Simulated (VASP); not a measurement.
YRh2: single point with LDA

YRh2:

```
CELL_PARAMETERS angstrom
0.00000 3.69076 3.69076
3.69076 0.00000 3.69076
3.69076 3.69076 0.00000
ATOMIC_POSITIONS crystal
Y 0.00000 0.00000 0.00000
Y 0.25000 0.25000 0.25000
Rh 0.62500 0.62500 0.62500
Rh 0.12500 0.62500 0.62500
Rh 0.62500 0.62500 0.12500
Rh 0.62500 0.12500 0.62500
```

```
Program                : VASP 6.6.1
Task                   : single point
Functional             : LDA
Potentials or basis    : VASP PAW LDA potentials, release 64 (Y_sv, Rh_pv)
Cutoff                 : 520 eV
k mesh                 : 8 × 8 × 8
Occupations            : gaussian, width 0.1 eV
Spin                   : no spin polarisation
Dipole correction      : no
Further INCAR settings : ALGO = Normal; EDIFF = 1e-06; NBANDS = 50
```

The pressure is 0.4 GPa and the band gap on the k mesh is zero (bands 41 and 42 overlap by 1.13 eV).

Levels at points of the mesh, in eV from the Fermi level:
| k point | band 39 | band 40 | band 41 | band 42 | band 43 | band 44 |
| --- | --- | --- | --- | --- | --- | --- |
| (0.00, 0.00, 0.00) | -0.55 | -0.55 | 0.49 | 0.49 | 0.49 | 1.56 |
| (0.50, 0.00, 0.00) | -0.87 | -0.44 | -0.44 | 1.15 | 1.15 | 1.56 |
| (0.50, 0.50, 0.00) | -0.70 | -0.70 | -0.64 | -0.64 | 0.64 | 0.64 |

It took 81 s on 1 thread of Intel(R) Xeon(R) 6975P-C (Granite Rapids), with other jobs on the host, peak memory 0.28 GiB.
